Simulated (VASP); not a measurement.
# HfSiO4: relaxation of cell and atoms with PBEsol

Crystal: HfSiO4.

```
Hf Si O
1.0
     0.00000    3.17545    3.17545
     3.17545    0.00000    3.17545
     3.17545    3.17545    0.00000
Hf Si O
1 1 4
Direct
  0.25000 0.25000 0.25000
  0.00000 0.00000 0.00000
  0.62602 0.62602 0.62602
  0.62602 0.62602 0.12194
  0.62602 0.12194 0.62602
  0.12194 0.62602 0.62602
```

```
Program                : VASP 6.6.1
Task                   : relaxation of cell and atoms
Functional             : PBEsol
Potentials or basis    : VASP PAW PBE potentials, release 64 (Hf_pv, Si, O)
Cutoff                 : 600 eV
k mesh                 : 6 × 6 × 6
Occupations            : fermi-dirac, width 0.03 eV
Spin                   : no spin polarisation
Dipole correction      : no
Further INCAR settings : ALGO = Normal; EDIFF = 1e-06; IBRION = 2; EDIFFG = -0.01; NSW = 100; ISIF = 3
```

```
Relaxed volume                         : 9.98 Å³/atom
Relaxed cell                           : a = 4.391 Å, b = 4.391 Å, c = 4.391 Å, α = 60.00°, β = 60.00°, γ = 60.00°
Space group after relaxing (to 0.05 Å) : F-43m (No. 216)
Energy gained by relaxing              : 28.7 meV/atom
Ionic steps                            : 4
Pressure after relaxing                : 0.0 GPa
Largest force after relaxing           : 0.009 eV/Å
Band gap on the k mesh                 : zero (band 19 reaches 7.16 eV, above the bottom of band 20 at 6.36 eV)
```

Forces in eV/Å, atoms in the order of the input:
```
Hf   0.000  0.000  0.000
Si   0.000  0.000  0.000
O    0.005  0.005  0.005
O   -0.005 -0.005  0.005
O   -0.005  0.005 -0.005
O    0.005 -0.005 -0.005
```

The path:
```
step  energy change (eV)  largest force (eV/Å)  pressure (GPa)  volume (Å³)
   1              0.0000                0.5130          -10.54        64.04
   2             -0.1274                0.0710            6.95        57.75
   3             -0.1696                0.1660            0.41        59.72
   4             -0.1721                0.0095            0.04        59.86
```

Final structure:
```yaml
crystal:
  lattice:
    - [0.00000, 3.10487, 3.10487]
    - [3.10487, 0.00000, 3.10487]
    - [3.10487, 3.10487, 0.00000]
  atoms:
    - { symbol: Hf, position: [0.25000, 0.25000, 0.25000] }
    - { symbol: Si, position: [0.00000, 0.00000, 0.00000] }
    - { symbol: O, position: [0.62380, 0.62380, 0.62380] }
    - { symbol: O, position: [0.62380, 0.62380, 0.12861] }
    - { symbol: O, position: [0.62380, 0.12861, 0.62380] }
    - { symbol: O, position: [0.12861, 0.62380, 0.62380] }
```

Levels at points of the mesh, in eV from the Fermi level:
| k point | band 17 | band 18 | band 19 | band 20 | band 21 | band 22 |
| --- | --- | --- | --- | --- | --- | --- |
| (0.00, 0.00, 0.00) | -0.51 | -0.31 | -0.31 | -0.31 | 1.05 | 1.05 |
| (0.50, 0.00, 0.00) | -2.39 | -0.46 | 0.48 | 0.48 | 0.79 | 1.16 |
| (0.50, 0.50, 0.00) | -2.95 | -1.31 | 0.06 | 0.06 | 0.45 | 0.45 |

Wall time 93 s on 1 thread of Intel(R) Xeon(R) Platinum 8375C CPU @ 2.90GHz (Ice Lake) (shared host), peak memory 0.22 GiB.

Caveat: the PAW data sets were made with another functional, which shifts forces and pressure a little; spin-orbit coupling is left out, which moves the levels of the heavy elements.
